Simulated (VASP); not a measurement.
# KBeCl3 (P4/mbm) in VASP: a series of runs

Runs on KBeCl3. Level: PBE. Tasks: single point.

Program: VASP 6.6.1. These are calculated values, not measurements. Logs are shortened: lines on timing, memory, paths and dates and some standing lists are left out, and cuts for length are marked.

### 1 The cell of the first run

The structure is tetragonal, space group P4/mbm (No. 127). Conventional cell: a = 6.626 Å, b = 6.626 Å, c = 4.684 Å, α = 90.00°, β = 90.00°, γ = 90.00°. Within 4.3 Å of K (site symmetry mmm) lie 12 Cl at 3.29 to 3.33 Å and 8 Be at 4.06 Å. Be (site symmetry 4/m) has 6 Cl at 2.34 Å within 3.1 Å. Cl (site symmetry m2m) has 2 Be at 2.34 Å within 3.1 Å. Within 3.1 Å of Cl (site symmetry 4/m) lie 2 Be at 2.34 Å.

### 2 Single point, PBE

The input, INCAR:

```
PREC = Accurate
ENCUT = 520
EDIFF = 1E-6
ISMEAR = 0
SIGMA = 0.02
LREAL = False
LASPH = True
NELM = 60
ALGO = Normal
ISIF = 2
LWAVE = False
LCHARG = False
GGA = PE
NBANDS = 43
```

The input, KPOINTS:

```
Automatic mesh
0
Gamma
  4 4 6
```

The input, POSCAR:

```
KBeCl3
1.0
    6.6262038146      0.0000000000      0.0000000000
    0.0000000000      6.6262038146      0.0000000000
    0.0000000000      0.0000000000      4.6842039661
K Be Cl
2 2 6
Direct
    0.0000000000      0.5000000000      0.5000000000
    0.5000000000      0.0000000000      0.5000000000
    0.5000000000      0.5000000000      0.0000000000
    0.0000000000      0.0000000000      0.0000000000
    0.7528688586      0.2528688586      0.0000000000
    0.7471311414      0.7528688586      0.0000000000
    0.5000000000      0.5000000000      0.5000000000
    0.2471311414      0.7471311414      0.0000000000
    0.2528688586      0.2471311414      0.0000000000
    0.0000000000      0.0000000000      0.5000000000
```

Potentials or basis: VASP PAW PBE potentials, release 64 (K_sv, Be, Cl).

Launch:

```bash
$ cat potpaw_PBE.64/K_sv/POTCAR potpaw_PBE.64/Be/POTCAR potpaw_PBE.64/Cl/POTCAR > POTCAR
$ mpirun -np 1 vasp_std > vasp.out
```

OUTCAR:

```text
PREC = Accurate
   ENCUT = 520
   EDIFF = 1E-6
   ISMEAR = 0
   LREAL = False
   LASPH = True
   NELM = 60
   ISIF = 2
   GGA = PE

 ion  position               nearest neighbor table
   1  0.000  0.500  0.500-
   2  0.500  0.000  0.500-
   3  0.500  0.500  0.000-   7 2.34   7 2.34   5 2.34   8 2.34   9 2.34   6 2.34
   4  0.000  0.000  0.000-  10 2.34  10 2.34   8 2.34   9 2.34   5 2.34   6 2.34
   5  0.753  0.253  0.000-   3 2.34   4 2.34
   6  0.747  0.753  0.000-   3 2.34   4 2.34
   7  0.500  0.500  0.500-   3 2.34   3 2.34
   8  0.247  0.747  0.000-   3 2.34   4 2.34
   9  0.253  0.247  0.000-   3 2.34   4 2.34
  10  0.000  0.000  0.500-   4 2.34   4 2.34

  LATTYP: Found a simple tetragonal cell.
 ALAT       =     6.6262038146
 C/A-ratio  =     0.7069212021

  Lattice vectors:

 A1 = (   6.6262038146,   0.0000000000,   0.0000000000)
 A2 = (   0.0000000000,   6.6262038146,   0.0000000000)
 A3 = (   0.0000000000,   0.0000000000,   4.6842039661)

Analysis of symmetry for initial positions (statically):
=====================================================================
 Subroutine PRICEL returns:
 Original cell was already a primitive cell.

 Routine SETGRP: Setting up the symmetry group for a
 simple tetragonal supercell.

 Subroutine GETGRP returns: Found 16 space group operations
 (whereof  8 operations were pure point group operations)
 out of a pool of 16 trial point group operations.

The static configuration has the point symmetry C_4h.
 The point group associated with its full space group is D_4h.

Analysis of symmetry for dynamics (positions and initial velocities):
=====================================================================
 Subroutine PRICEL returns:
 Original cell was already a primitive cell.

 Routine SETGRP: Setting up the symmetry group for a
 simple tetragonal supercell.

 Subroutine GETGRP returns: Found 16 space group operations
 (whereof  8 operations were pure point group operations)
 out of a pool of 16 trial point group operations.

The dynamic configuration has the point symmetry C_4h.
 The point group associated with its full space group is D_4h.

 Subroutine INISYM returns: Found 16 space group operations
 (whereof  8 operations are pure point group operations),
 and found     1 'primitive' translations

----------------------------------------------------------------------------------------

                                     Primitive cell

  volume of cell :     205.6674

  direct lattice vectors                    reciprocal lattice vectors
     6.626203815  0.000000000  0.000000000     0.150915974  0.000000000  0.000000000
     0.000000000  6.626203815  0.000000000     0.000000000  0.150915974  0.000000000
     0.000000000  0.000000000  4.684203966     0.000000000  0.000000000  0.213483445

  length of vectors
     6.626203815  6.626203815  4.684203966     0.150915974  0.150915974  0.213483445

  position of ions in fractional coordinates (direct lattice)
     0.000000000  0.500000000  0.500000000
     0.500000000  0.000000000  0.500000000
     0.500000000  0.500000000  0.000000000
     0.000000000  0.000000000  0.000000000
     0.752868859  0.252868859  0.000000000
     0.747131141  0.752868859  0.000000000
     0.500000000  0.500000000  0.500000000
     0.247131141  0.747131141  0.000000000
     0.252868859  0.247131141  0.000000000
     0.000000000  0.000000000  0.500000000

  ion indices of the primitive-cell ions
   primitive index   ion index
                 1           1
                 2           2
                 3           3
                 4           4
                 5           5
                 6           6
                 7           7
                 8           8
                 9           9
                10          10

----------------------------------------------------------------------------------------

 KPOINTS: Automatic mesh

Automatic generation of k-mesh.
 Grid dimensions read from file:
 generate k-points for:    4    4    6

 Generating k-lattice:

  Cartesian coordinates                     Fractional coordinates (reciprocal lattice)
     0.037728993  0.000000000  0.000000000     0.250000000  0.000000000  0.000000000
     0.000000000  0.037728993  0.000000000     0.000000000  0.250000000  0.000000000
     0.000000000  0.000000000  0.035580574     0.000000000  0.000000000  0.166666667

  Length of vectors
     0.037728993  0.037728993  0.035580574

  Shift w.r.t. Gamma in fractional coordinates (k-lattice)
     0.000000000  0.000000000  0.000000000

 Subroutine IBZKPT returns following result:
 ===========================================

 Found     24 irreducible k-points:

 Following reciprocal coordinates:
            Coordinates               Weight
  0.000000  0.000000  0.000000      1.000000
  0.250000  0.000000  0.000000      4.000000
  0.500000  0.000000  0.000000      2.000000
  0.250000  0.250000  0.000000      4.000000
  0.500000  0.250000  0.000000      4.000000
  0.500000  0.500000  0.000000      1.000000
[... 16 lines left out ...]
  0.500000  0.250000  0.500000      4.000000
  0.500000  0.500000  0.500000      1.000000
   k-points           NKPTS =     24   k-points in BZ     NKDIM =     24   number of bands    NBANDS=     43
   number of dos      NEDOS =    301   number of ions     NIONS =     10
   total plane-waves  NPLWV =  90000
   dimension x,y,z NGX =    50 NGY =   50 NGZ =   36
   dimension x,y,z NGXF=   100 NGYF=  100 NGZF=   72
   ions per type =               2   2   6
   NGX,Y,Z   is equivalent  to a cutoff of  12.54, 12.54, 12.78 a.u.
   NGXF,Y,Z  is equivalent  to a cutoff of  25.09, 25.09, 25.55 a.u.
 SYSTEM =  unknown system
   PREC   = accura    normal or accurate (medium, high low for compatibility)
   ISTART =      0    job   : 0-new  1-cont  2-samecut
   ICHARG =      2    charge: 1-file 2-atom 10-const
   ISPIN  =      1    spin polarized calculation?
   LNONCOLLINEAR =      F non collinear calculations
   LSORBIT =      F    spin-orbit coupling
   LASPH  =      T    aspherical Exc in radial PAW
   ENCUT  =  520.0 eV  38.22 Ry    6.18 a.u.  12.32 12.32  8.71*2*pi/ulx,y,z
   NELM   =     60;   NELMIN=  2; NELMDL= -5     # of ELM steps
   EDIFF  = 0.1E-05   stopping-criterion for ELM
   LREAL  =      F    real-space projection
   EDIFFG = 0.1E-04   stopping-criterion for IOM
   NSW    =      0    number of steps for IOM
   IBRION =     -1    ionic relax: 0-MD 1-quasi-New 2-CG
   NFREE  =      0    steps in history (QN), initial steepest desc. (CG)
   ISIF   =      2    stress and relaxation
   ISYM   =      2    0-nonsym 1-usesym 2-fastsym
   POTIM  = 0.5000    time-step for ionic-motion
   TEBEG  =    0.0;   TEEND  =   0.0 temperature during run
   PSTRESS=    0.0 pullay stress
   NELECT =      64.0000    total number of electrons
   NUPDOWN=      -1.0000    fix difference up-down
   EMIN   =  10.00;   EMAX   =-10.00  energy-range for DOS
   EFERMI =   0.00;   METHOD = LEGACY
   ISMEAR =     0;   SIGMA  =   0.02  broadening in eV -4-tet -1-fermi 0-gaus
   EFERMI_NEDOS =   21; number of points for ismear=-14 and -15
   IALGO  =     38    algorithm
   IMIX   =      4    mixing-type and parameters
     AMIX     =   0.40;   BMIX     =  1.00
     AMIX_MAG =   1.60;   BMIX_MAG =  1.00
  volume/ion in A,a.u.               =      20.57       138.79
  Fermi-wavevector in a.u.,A,eV,Ry     =   1.109378  2.096421 16.744967  1.230720
  Thomas-Fermi vector in A             =   2.245917
   LORBIT       =      0    0 simple, 1 ext, 2 COOP (PROOUT), +10 PAW based schemes
   GGA     = PE    functional components
   LHFCALC =     F    Hartree Fock is set to
   AEXX    =    0.0000 exact exchange contribution
   IVDW    =     0    specifies the selected vdW correction
   LEPSILON=     F    determine dielectric tensor
   LRPA    =     F    only Hartree local field effects (RPA)
 non-spin polarized calculation
 Gauss-broadening in eV      SIGMA  =   0.02
  energy-cutoff  :      520.00
  volume of cell :      205.67
 maximum number of plane-waves:      5572
 NGX is ok and might be reduce to    50
   NGX = 25   NGY = 25   NGZ = 17

 number of electron      63.9999990 magnetization

 Free energy of the ion-electron system (eV)
  ---------------------------------------------------
  ext. energy  EPLUGINS =         0.00000000
  ---------------------------------------------------
  free energy    TOTEN  =       -34.16177895 eV

  energy without entropy =      -34.16177895  energy(sigma->0) =      -34.16177895

 E-fermi :   1.3672     XC(G=0):  -8.9774

 val. band max:        1.1881802824   @ k =   0.0000   0.0000   0.5000
 cond. band min:       3.6417540373   @ k =   0.0000   0.0000   0.0000
 fundamental gap:      2.4535737549
 Fermi energy:         1.3672399436

 k-point     1 :       0.0000    0.0000    0.0000
  band No.  band energies     occupation
      1     -26.5837      2.00000
      2     -26.5796      2.00000
      3     -13.3210      2.00000
      4     -12.4708      2.00000
      5     -12.4708      2.00000
      6     -12.4427      2.00000
[... 35 lines left out ...]
     42       8.7736      0.00000
     43      10.1207      0.00000

 k-point     2 :       0.2500    0.0000    0.0000
  band No.  band energies     occupation
      1     -26.5831      2.00000
      2     -26.5802      2.00000
      3     -13.2544      2.00000
      4     -12.7776      2.00000
      5     -12.3976      2.00000
      6     -12.1869      2.00000
[... 35 lines left out ...]
     42       9.2535      0.00000
     43       9.7773      0.00000

 k-point     3 :       0.5000    0.0000    0.0000
  band No.  band energies     occupation
      1     -26.5816      2.00000
      2     -26.5816      2.00000
      3     -13.0633      2.00000
      4     -13.0633      2.00000
      5     -12.2088      2.00000
      6     -12.2088      2.00000
[... 919 lines left out ...]
      6     -12.4597      2.00000
[... 35 lines left out ...]
     42       9.8968      0.00000
     43      10.4320      0.00000

 k-point    24 :       0.5000    0.5000    0.5000
  band No.  band energies     occupation
      1     -26.5796      2.00000
      2     -26.5796      2.00000
      3     -12.4723      2.00000
      4     -12.4723      2.00000
      5     -12.4709      2.00000
      6     -12.4709      2.00000
[... 35 lines left out ...]
     42      10.6682      0.00000
     43      10.6946      0.00000

------------------------ aborting loop because EDIFF is reached ----------------------------------------

  FORCE on cell =-STRESS in cart. coord.  units (eV):
  Direction    XX          YY          ZZ          XY          YZ          ZX
  --------------------------------------------------------------------------------------
  -------------------------------------------------------------------------------------
  Total       -0.0782153     -0.0782153     -0.0636955      0.0000000      0.0000000     -0.0000000
  in kB       -0.6093083     -0.6093083     -0.4961971      0.0000000      0.0000000     -0.0000000
  external PRESSURE =      -0.5716046 kB  Pullay stress =       0.0000000 kB

 VOLUME and BASIS-vectors are now :
 -----------------------------------------------------------------------------
  energy-cutoff  :      520.00
  volume of cell :      205.67
      direct lattice vectors                 reciprocal lattice vectors
     6.626203815  0.000000000  0.000000000     0.150915974  0.000000000  0.000000000
     0.000000000  6.626203815  0.000000000     0.000000000  0.150915974  0.000000000
     0.000000000  0.000000000  4.684203966     0.000000000  0.000000000  0.213483445

 POSITION                                       TOTAL-FORCE (eV/Angst)
 -----------------------------------------------------------------------------------
      0.00000      3.31310      2.34210        -0.000000     -0.000000      0.000000
      3.31310      0.00000      2.34210        -0.000000     -0.000000      0.000000
      3.31310      3.31310      0.00000        -0.000000     -0.000000      0.000000
      0.00000      0.00000      0.00000        -0.000000     -0.000000      0.000000
      4.98866      1.67556      0.00000        -0.000859     -0.000859      0.000000
      4.95064      4.98866      0.00000         0.000859     -0.000859      0.000000
      3.31310      3.31310      2.34210        -0.000000     -0.000000      0.000000
      1.63754      4.95064      0.00000         0.000859      0.000859      0.000000
      1.67556      1.63754      0.00000        -0.000859      0.000859     -0.000000
      0.00000      0.00000      2.34210        -0.000000     -0.000000      0.000000
 -----------------------------------------------------------------------------------
    total drift:                                0.000000     -0.000000     -0.000000

  FREE ENERGIE OF THE ION-ELECTRON SYSTEM (eV)
  ---------------------------------------------------
  free  energy   TOTEN  =       -34.1617789453 eV

  energy  without entropy=      -34.1617789453  energy(sigma->0) =      -34.16177895
```

Wall time 89 s (1 thread of AMD EPYC 9R45 (Zen 5), shared host); peak memory 0.35 GiB.

Results:

```yaml
Free_energy: -34.1618 eV
Pressure: -0.1 GPa
Band_gap_on_the_k_mesh: 2.45 eV
```

### 3 Single point, PBE

The input, INCAR:

```
SYSTEM = KBeCl3
PREC = Accurate
ENCUT = 520
EDIFF = 1E-7
ISMEAR = 0
SIGMA = 0.02
LREAL = .False.
LASPH = .True.
NELM = 60
ALGO = Normal
ISIF = 2
LWAVE = .False.
LCHARG = .False.
GGA = PE
NBANDS = 43
```

The input, KPOINTS:

```
Automatic mesh
0
Gamma
  4 4 6
  0 0 0
```

POSCAR is that of step 2.

Potentials or basis: VASP PAW PBE potentials, release 64 (K_sv, Be, Cl).

Launch:

```bash
$ cat potpaw_PBE.64/K_sv/POTCAR potpaw_PBE.64/Be/POTCAR potpaw_PBE.64/Cl/POTCAR > POTCAR
$ mpirun -np 1 vasp_std > vasp.out
```

Run time: 88 s. Hardware: 1 thread of AMD EPYC 9R45 (Zen 5), shared host; peak memory 0.35 GiB.

Results (log left out):

```
Free energy            : -34.1618 eV
Pressure               : -0.1 GPa
Band gap on the k mesh : 2.45 eV
```

Levels at points of the mesh, in eV from the valence-band top:
```csv
k point,band 30,band 31,band 32,band 33,band 34,band 35
"(0.00, 0.00, 0.00)",-0.57,-0.57,-0.04,2.45,5.80,5.80
"(0.50, 0.00, 0.00)",-0.95,-0.47,-0.47,3.90,3.90,7.48
"(0.50, 0.50, 0.00)",-0.82,-0.82,-0.82,5.17,5.17,6.19
"(0.00, 0.00, 0.50)",0.00,0.00,0.00,5.10,5.10,5.10
"(0.50, 0.00, 0.50)",-0.51,-0.38,-0.38,5.29,5.29,5.80
"(0.50, 0.50, 0.50)",-0.99,-0.03,-0.03,5.80,5.80,5.80
```
